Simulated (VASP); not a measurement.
Wanted: the native input for a VASP 6.6.1 run.

| Property | Result |
| --- | --- |
| Task | single point |
| Functional | LDA |
| Potentials or basis | VASP PAW LDA potentials, release 64 (Al, N) |
| Cutoff | 520 eV |
| k mesh | 8 × 8 × 5 |
| Occupations | gaussian, width 0.03 eV |
| Spin | no spin polarisation |
| Dipole correction | no |
| Further INCAR settings | ALGO = Normal; EDIFF = 1e-07; NBANDS = 16 |

The structure of AlN lies in POSCAR:

```
AlN
1.0
    3.1109999993      0.0000000000      0.0000000000
   -1.5554999997      2.6942050306      0.0000000000
    0.0000000000      0.0000000000      4.9511140000
Al N
2 2
Direct
    0.3333333333      0.6666666667     -0.0004548268
    0.6666666667      0.3333333333      0.4995451732
    0.3333333333      0.6666666667      0.3824548268
    0.6666666667      0.3333333333      0.8824548268
```

The input as run:

INCAR

```
  PREC = Accurate
  ENCUT = 520
  EDIFF = 1E-7
  ISMEAR = 0
  SIGMA = 0.03
  LREAL = False
  LASPH = True
  NELM = 60
  ALGO = Normal
  ISIF = 2
  LWAVE = False
  LCHARG = True
  GGA = CA
  LELF = True
  LVHAR = True
  NBANDS = 16
```

KPOINTS

```
Automatic mesh
0
Gamma
  8 8 5
```

Potentials or basis: VASP PAW LDA potentials, release 64 (Al, N).

The run is started by

```console
$ cat potpaw_LDA.64/Al/POTCAR potpaw_LDA.64/N/POTCAR > POTCAR
$ mpirun -np 1 vasp_std > vasp.out
```

Results of the run:

| Property | Result |
| --- | --- |
| Pressure | -2.7 GPa |
| Band gap on the k mesh | 4.25 eV, direct |

Wall time 6.8 s on 1 thread of Intel(R) Xeon(R) 6975P-C (Granite Rapids), with other jobs on the host, peak memory 0.14 GiB.
